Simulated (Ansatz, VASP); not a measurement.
HgW in VASP and in Ansatz

```
CELL_PARAMETERS angstrom
3.29087 0.00000 0.00000
0.00000 3.29087 0.00000
0.00000 0.00000 3.29087
ATOMIC_POSITIONS crystal
Hg 0.00000 0.00000 0.00000
W 0.50000 0.50000 0.50000
```

Alike in both runs: task relaxation of cell and atoms; functional PBE; k mesh 16 × 16 × 16; occupations gaussian, width 0.1 eV; no spin polarisation.

|  | VASP | Ansatz |
| --- | --- | --- |
| version | VASP 6.6.1 | Ansatz 0.2.0 |
| potentials or method | VASP PAW PBE potentials, release 64 (Hg, W_sv), cutoff 600 eV | scalar-relativistic, plane waves, PAW |
| valence electrons in the cell | 26 | 34 |

|  | VASP | Ansatz | Ansatz less VASP |
| --- | --- | --- | --- |
| gap on the k mesh at the Fermi level, each at its own relaxed structure (eV) | none | none | - |
| relaxed volume (Å³/atom) | 17.94 | 17.81 | -0.133 |
| relaxed length of the cell vector where the two differ most in proportion (Å) | 3.298 | 3.290 | -0.0081 |

A gap of «none» marks a metal or a gap that the smearing closes. VASP's potentials hold 26 valence electrons a cell and Ansatz's 34, so a difference there can come from the potentials and not from the codes.

Spin-orbit coupling is off throughout.
